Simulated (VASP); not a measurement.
# ZnSe (I-4m2) in VASP: further runs

ZnSe is run at these levels: PBE, r2SCAN; tasks: single point.

All numbers are computed with VASP 6.6.1; they aren't measurements. Logs are shortened: lines on timing, memory, paths and dates and some standing lists are left out, and cuts for length are marked.

### Step 1. The cell of the first run

Symmetry: I-4m2, No. 119, tetragonal system. The conventional cell has a = 4.006 Å, b = 4.006 Å, c = 5.619 Å, α = 90.00°, β = 90.00°, γ = 90.00°. Within 3.2 Å of Zn (site symmetry -4m2) lie 4 Se at 2.45 Å. Se (site symmetry -4m2) has 4 Zn at 2.45 Å within 3.2 Å.

### Step 2. Single point, PBE (uniaxial z strain -0.8%)

The input, INCAR:

```
ALGO     = Normal         # electronic algorithm
EDIFF    = 1E-6           # SCF threshold, eV
ENCUT    = 500            # plane-wave cutoff, eV
GGA      = PE             # functional
GGA_COMPAT= F            
ISIF     = 2              # what is computed and relaxed
ISMEAR   = -1             # smearing method
LASPH    = T              # aspherical terms in the spheres
LCHARG   = F              # write CHGCAR
LREAL    = F              # projectors in reciprocal space
LWAVE    = F              # write WAVECAR
NBANDS   = 16             # bands
NELM     = 120            # most SCF steps
PREC     = Accurate       # precision mode
SIGMA    = 0.02           # smearing width, eV
```

The input, KPOINTS:

```
k-points
0
Gamma
  8 8 8
```

The input, POSCAR:

```
ZnSe
1.0
    0.0000000000      2.8324206805      2.8094780730
    2.8324206805      0.0000000000      2.8094780730
    2.8324206805      2.8324206805      0.0000000000
Zn Se
1 1
Direct
    0.0000000000      0.0000000000      0.0000000000
    0.2500000000      0.2500000000      0.2500000000
```

Potentials or basis: VASP PAW PBE potentials, release 64 (Zn, Se).

Run with:

```
> cat potpaw_PBE.64/Zn/POTCAR potpaw_PBE.64/Se/POTCAR > POTCAR
> mpirun -np 1 vasp_std > vasp.out
```

OUTCAR:

```text
EDIFF = 1E-6
   ENCUT = 500
   GGA = PE
   ISIF = 2
   ISMEAR = -1
   LASPH = T
   LREAL = F
   NELM = 120
   PREC = Accurate

 ion  position               nearest neighbor table
   1  0.000  0.000  0.000-   2 2.45   2 2.45   2 2.45   2 2.45
   2  0.250  0.250  0.250-   1 2.45   1 2.45   1 2.45   1 2.45

  LATTYP: Found a body centered tetragonal cell.
 ALAT       =     4.0056477407
 C/A-ratio  =     1.4027584325

  Lattice vectors:

 A1 = (   0.0000000000,  -2.8324206805,  -2.8094780730)
 A2 = (   0.0000000000,   2.8324206805,  -2.8094780730)
 A3 = (   2.8324206805,   0.0000000000,   2.8094780730)

Analysis of symmetry for initial positions (statically):
=====================================================================
 Subroutine PRICEL returns:
 Original cell was already a primitive cell.

 Routine SETGRP: Setting up the symmetry group for a
 body centered tetragonal supercell.

 Subroutine GETGRP returns: Found  8 space group operations
 (whereof  8 operations were pure point group operations)
 out of a pool of 16 trial point group operations.

The static configuration has the point symmetry D_2d.

Analysis of symmetry for dynamics (positions and initial velocities):
=====================================================================
 Subroutine PRICEL returns:
 Original cell was already a primitive cell.

 Routine SETGRP: Setting up the symmetry group for a
 body centered tetragonal supercell.

 Subroutine GETGRP returns: Found  8 space group operations
 (whereof  8 operations were pure point group operations)
 out of a pool of 16 trial point group operations.

The dynamic configuration has the point symmetry D_2d.

 Subroutine INISYM returns: Found  8 space group operations
 (whereof  8 operations are pure point group operations),
 and found     1 'primitive' translations

----------------------------------------------------------------------------------------

                                     Primitive cell

  volume of cell :      45.0787

  direct lattice vectors                    reciprocal lattice vectors
     0.000000000  2.832420680  2.809478073    -0.176527450  0.176527450  0.177968999
     2.832420680  0.000000000  2.809478073     0.176527450 -0.176527450  0.177968999
[... 74 lines left out ...]
   NGXF,Y,Z  is equivalent  to a cutoff of  25.00, 25.00, 24.90 a.u.
 SYSTEM =  unknown system
   PREC   = accura    normal or accurate (medium, high low for compatibility)
   ISTART =      0    job   : 0-new  1-cont  2-samecut
   ICHARG =      2    charge: 1-file 2-atom 10-const
   ISPIN  =      1    spin polarized calculation?
   LNONCOLLINEAR =      F non collinear calculations
   LSORBIT =      F    spin-orbit coupling
   LASPH  =      T    aspherical Exc in radial PAW
   ENCUT  =  500.0 eV  36.75 Ry    6.06 a.u.   7.27  7.27  7.30*2*pi/ulx,y,z
   NELM   =    120;   NELMIN=  2; NELMDL= -5     # of ELM steps
   EDIFF  = 0.1E-05   stopping-criterion for ELM
   LREAL  =      F    real-space projection
   EDIFFG = 0.1E-04   stopping-criterion for IOM
   NSW    =      0    number of steps for IOM
   IBRION =     -1    ionic relax: 0-MD 1-quasi-New 2-CG
   NFREE  =      0    steps in history (QN), initial steepest desc. (CG)
   ISIF   =      2    stress and relaxation
   ISYM   =      2    0-nonsym 1-usesym 2-fastsym
   POTIM  = 0.5000    time-step for ionic-motion
   TEBEG  =    0.0;   TEEND  =   0.0 temperature during run
   PSTRESS=    0.0 pullay stress
   NELECT =      18.0000    total number of electrons
   NUPDOWN=      -1.0000    fix difference up-down
   EMIN   =  10.00;   EMAX   =-10.00  energy-range for DOS
   EFERMI =   0.00;   METHOD = LEGACY
   ISMEAR =    -1;   SIGMA  =   0.02  broadening in eV -4-tet -1-fermi 0-gaus
   EFERMI_NEDOS =   21; number of points for ismear=-14 and -15
   IALGO  =     38    algorithm
   IMIX   =      4    mixing-type and parameters
     AMIX     =   0.40;   BMIX     =  1.00
     AMIX_MAG =   1.60;   BMIX_MAG =  1.00
  volume/ion in A,a.u.               =      22.54       152.10
  Fermi-wavevector in a.u.,A,eV,Ry     =   1.205522  2.278107 19.773132  1.453284
  Thomas-Fermi vector in A             =   2.341216
   LORBIT       =      0    0 simple, 1 ext, 2 COOP (PROOUT), +10 PAW based schemes
   GGA     = PE    functional components
   LHFCALC =     F    Hartree Fock is set to
   AEXX    =    0.0000 exact exchange contribution
   IVDW    =     0    specifies the selected vdW correction
   LEPSILON=     F    determine dielectric tensor
   LRPA    =     F    only Hartree local field effects (RPA)
 non-spin polarized calculation
  energy-cutoff  :      500.00
  volume of cell :       45.08
 maximum number of plane-waves:      1162
 NGX is ok and might be reduce to    30
   NGX = 15   NGY = 15   NGZ = 15

 number of electron      18.0000004 magnetization

 Free energy of the ion-electron system (eV)
  ---------------------------------------------------
  ext. energy  EPLUGINS =         0.00000000
  ---------------------------------------------------
  free energy    TOTEN  =        -6.01254870 eV

  energy without entropy =       -6.01254870  energy(sigma->0) =       -6.01254870

 E-fermi :   2.1179     XC(G=0):  -9.3657

 val. band max:        1.7156481870   @ k =   0.0000   0.0000   0.0000
 cond. band min:       3.0248838375   @ k =   0.0000   0.0000   0.0000
 fundamental gap:      1.3092356504
 Fermi energy:         2.1178812104

 k-point     1 :       0.0000    0.0000    0.0000
  band No.  band energies     occupation
      1     -11.6251      2.00000
      2      -4.8867      2.00000
      3      -4.8867      2.00000
      4      -4.8830      2.00000
      5      -4.5077      2.00000
      6      -4.5063      2.00000
[... 433 lines left out ...]
      3      -4.7827      2.00000
      4      -4.7078      2.00000
      5      -4.5050      2.00000
      6      -4.4860      2.00000
[... 8 lines left out ...]
     15      13.4758      0.00000
     16      14.0187      0.00000

 [... further k-points ...]
[... 5 lines left out ...]
  --------------------------------------------------------------------------------------
  -------------------------------------------------------------------------------------
  Total        0.8174777      0.8174777      0.8926552      0.0000000     -0.0000000      0.0000000
  in kB       29.0546294     29.0546294     31.7265724      0.0000000     -0.0000000      0.0000000
  external PRESSURE =      29.9452771 kB  Pullay stress =       0.0000000 kB

 VOLUME and BASIS-vectors are now :
 -----------------------------------------------------------------------------
  energy-cutoff  :      500.00
  volume of cell :       45.08
      direct lattice vectors                 reciprocal lattice vectors
     0.000000000  2.832420680  2.809478073    -0.176527450  0.176527450  0.177968999
     2.832420680  0.000000000  2.809478073     0.176527450 -0.176527450  0.177968999
     2.832420680  2.832420680  0.000000000     0.176527450  0.176527450 -0.177968999

 POSITION                                       TOTAL-FORCE (eV/Angst)
 -----------------------------------------------------------------------------------
      0.00000      0.00000      0.00000         0.000000      0.000000      0.000000
      1.41621      1.41621      1.40474        -0.000000     -0.000000     -0.000000
 -----------------------------------------------------------------------------------
    total drift:                               -0.000000     -0.000000      0.000000

  FREE ENERGIE OF THE ION-ELECTRON SYSTEM (eV)
  ---------------------------------------------------
  free  energy   TOTEN  =        -6.0125487009 eV

  energy  without entropy=       -6.0125487009  energy(sigma->0) =       -6.01254870
```

OSZICAR:

```text
N       E                     dE             d eps       ncg     rms          rms(c)
DAV:   1     0.871967493921E+02    0.87197E+02   -0.85821E+03  1888   0.125E+03
DAV:   2    -0.772567021697E+00   -0.87969E+02   -0.82648E+02  2128   0.250E+02
DAV:   3    -0.625683165129E+01   -0.54843E+01   -0.54644E+01  2256   0.614E+01
DAV:   4    -0.630046735638E+01   -0.43636E-01   -0.43631E-01  2280   0.590E+00
DAV:   5    -0.630067153973E+01   -0.20418E-03   -0.20418E-03  2384   0.364E-01    0.483E+00
DAV:   6    -0.603167048556E+01    0.26900E+00   -0.53208E-01  2792   0.240E+01    0.368E+00
DAV:   7    -0.601244306870E+01    0.19227E-01   -0.15652E-01  2192   0.353E+00    0.157E+00
DAV:   8    -0.601222325854E+01    0.21981E-03   -0.43971E-03  2608   0.685E-01    0.456E-01
DAV:   9    -0.601244741282E+01   -0.22415E-03   -0.11002E-03  2200   0.252E-01    0.663E-02
DAV:  10    -0.601255565839E+01   -0.10825E-03   -0.19955E-04  2456   0.104E-01    0.229E-02
DAV:  11    -0.601254741670E+01    0.82417E-05   -0.37679E-05  2152   0.515E-02    0.483E-03
DAV:  12    -0.601254847876E+01   -0.10621E-05   -0.51282E-06  2448   0.133E-02    0.266E-03
DAV:  13    -0.601254870090E+01   -0.22213E-06   -0.48398E-07  1832   0.518E-03
   1 F= -.60125487E+01 E0= -.60125487E+01  d E =-.454193E-11
```

Run time: 24 s. Hardware: 1 thread of Intel Xeon Platinum 8559C (Emerald Rapids), shared host; peak memory 0.19 GiB.

Results:

* Free energy: -6.0125 eV
* Pressure: 3.0 GPa
* Band gap on the k mesh: 1.31 eV, direct

Caveat: the cell differs from its parent crystal (uniaxial z strain -0.8%).

### Step 3. Single point, r2SCAN (uniaxial z strain -0.8%)

POSCAR is that of step 2.

The input, INCAR.step1:

```
PREC     = Accurate       # precision mode
ENCUT    = 550            # plane-wave cutoff, eV
ISMEAR   = 0              # smearing method
SIGMA    = 0.01           # smearing width, eV
LREAL    = False          # projectors in reciprocal space
LASPH    = True           # aspherical terms in the spheres
NELM     = 120            # most SCF steps
NBANDS   = 16             # bands
GGA      = PE             # functional
ALGO     = Normal         # electronic algorithm
EDIFF    = 1E-5           # SCF threshold, eV
LWAVE    = True           # write WAVECAR
LCHARG   = False          # write CHGCAR
GGA_COMPAT= False
```

The input, INCAR.step2:

```
PREC     = Accurate       # precision mode
ENCUT    = 550            # plane-wave cutoff, eV
EDIFF    = 1E-6           # SCF threshold, eV
ISMEAR   = 0              # smearing method
SIGMA    = 0.01           # smearing width, eV
LREAL    = False          # projectors in reciprocal space
LASPH    = True           # aspherical terms in the spheres
NELM     = 120            # most SCF steps
ALGO     = Normal         # electronic algorithm
ISIF     = 2              # what is computed and relaxed
LWAVE    = False          # write WAVECAR
LCHARG   = False          # write CHGCAR
METAGGA  = R2SCAN         # meta-GGA
LMIXTAU  = True         
NBANDS   = 16             # bands
ISTART   = 1            
GGA_COMPAT= False
```

The input, KPOINTS:

```
Automatic mesh
0
Gamma
  8 8 8
```

Potentials or basis: VASP PAW PBE potentials, release 64 (Zn, Se).

Run with:

```
> cat potpaw_PBE.64/Zn/POTCAR potpaw_PBE.64/Se/POTCAR > POTCAR
> cp INCAR.step1 INCAR
> mpirun -np 1 vasp_std > vasp.out
> cp INCAR.step2 INCAR
> mpirun -np 1 vasp_std > vasp.out
```

OUTCAR:

```text
PREC = Accurate
   ENCUT = 550
   EDIFF = 1E-6
   ISMEAR = 0
   LREAL = False
   LASPH = True
   NELM = 120
   ISIF = 2
   METAGGA = R2SCAN
   ISTART = 1

 ion  position               nearest neighbor table
   1  0.000  0.000  0.000-   2 2.45   2 2.45   2 2.45   2 2.45
   2  0.250  0.250  0.250-   1 2.45   1 2.45   1 2.45   1 2.45

  LATTYP: Found a body centered tetragonal cell.
 ALAT       =     4.0056477407
 C/A-ratio  =     1.4027584325

  Lattice vectors:

 A1 = (   0.0000000000,  -2.8324206805,  -2.8094780730)
 A2 = (   0.0000000000,   2.8324206805,  -2.8094780730)
[... 627 lines left out ...]
      5      -4.9299      2.00000
      6      -4.9094      2.00000
[... 8 lines left out ...]
     15      13.8096      0.00000
     16      14.3595      0.00000

 [... further k-points ...]
[... 5 lines left out ...]
  --------------------------------------------------------------------------------------
  -------------------------------------------------------------------------------------
  Total        0.1563969      0.1563969      0.2438250      0.0000000      0.0000000     -0.0000000
  in kB        5.5586285      5.5586285      8.6659813      0.0000000      0.0000000     -0.0000000
  external PRESSURE =       6.5944128 kB  Pullay stress =       0.0000000 kB

 VOLUME and BASIS-vectors are now :
 -----------------------------------------------------------------------------
  energy-cutoff  :      550.00
  volume of cell :       45.08
      direct lattice vectors                 reciprocal lattice vectors
     0.000000000  2.832420680  2.809478073    -0.176527450  0.176527450  0.177968999
     2.832420680  0.000000000  2.809478073     0.176527450 -0.176527450  0.177968999
     2.832420680  2.832420680  0.000000000     0.176527450  0.176527450 -0.177968999

 POSITION                                       TOTAL-FORCE (eV/Angst)
 -----------------------------------------------------------------------------------
      0.00000      0.00000      0.00000         0.000000      0.000000      0.000000
      1.41621      1.41621      1.40474        -0.000000     -0.000000     -0.000000
 -----------------------------------------------------------------------------------
    total drift:                               -0.000000     -0.000000      0.000000

  FREE ENERGIE OF THE ION-ELECTRON SYSTEM (eV)
  ---------------------------------------------------
  free  energy   TOTEN  =       -24.9081855989 eV

  energy  without entropy=      -24.9081855989  energy(sigma->0) =      -24.90818560
```

OUTCAR.step1:

```text
PREC = Accurate
   ENCUT = 550
   ISMEAR = 0
   LREAL = False
   LASPH = True
[... 679 lines left out ...]
      0.00000      0.00000      0.00000         0.000000      0.000000      0.000000
      1.41621      1.41621      1.40474        -0.000000     -0.000000     -0.000000
 -----------------------------------------------------------------------------------
    total drift:                                0.000000      0.000000      0.000001

  FREE ENERGIE OF THE ION-ELECTRON SYSTEM (eV)
  ---------------------------------------------------
  free  energy   TOTEN  =        -6.0125078932 eV

  energy  without entropy=       -6.0125078932  energy(sigma->0) =       -6.01250789
```

Run time: 100 s. Hardware: 1 thread of Intel Xeon Platinum 8559C (Emerald Rapids), shared host; peak memory 0.21 GiB.

Results:

- Free energy: -24.9082 eV
- Pressure: 0.7 GPa
- Band gap on the k mesh: 1.89 eV, direct

Caveat: the cell differs from its parent crystal (uniaxial z strain -0.8%); the PAW data sets were made with another functional, which shifts forces and pressure a little.
